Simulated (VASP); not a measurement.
Crystal: CuO.

```
Cu O
1.0
     2.55255    0.00000    0.00000
     0.00000    2.55255    0.00000
     0.00000    0.00000    2.55255
Cu O
1 1
Direct
  0.00000 0.00000 0.00000
  0.50000 0.50000 0.50000
```

```yaml
Program: VASP 6.6.1
Task: relaxation of cell and atoms
Functional: PBE
Potentials_or_basis: VASP PAW PBE potentials, release 64 (Cu_sv_GW, O)
Cutoff: 820 eV
k_mesh: 10 × 10 × 10
Occupations: fermi-dirac, width 0.05 eV
Spin: no spin polarisation
Hubbard_terms: Cu d U = 3.0 eV
```

At the start: pressure 18.4 GPa; volume 8.32 Å³/atom.

Question: Where does the relaxation end?

Answer: Over 3 steps the energy falls by 38.6 meV/atom and the volume is 9.04 Å³/atom (+8.7 %); space group Pm-3m (No. 221, to 0.1 Å) before and after.

Step by step:
```csv
step,energy change (eV),largest force (eV/Å),pressure (GPa),volume (Å³)
1,0.0000,0.0000,18.43,16.63
2,-0.0507,0.0000,-8.40,19.04
3,-0.0771,0.0000,-0.04,18.08
```

Final structure:
```xyz
2
Lattice="2.6247 0.0000 0.0000 0.0000 2.6247 0.0000 0.0000 0.0000 2.6247" Properties=species:S:1:pos:R:3 pbc="T T T"
Cu    0.0000    0.0000    0.0000
O     1.3123    1.3123    1.3123
```

Caveat: an odd number of electrons without spin polarisation forces a metal; a magnetic or distorted state may lie lower; U without spin polarisation on a metal has little footing.
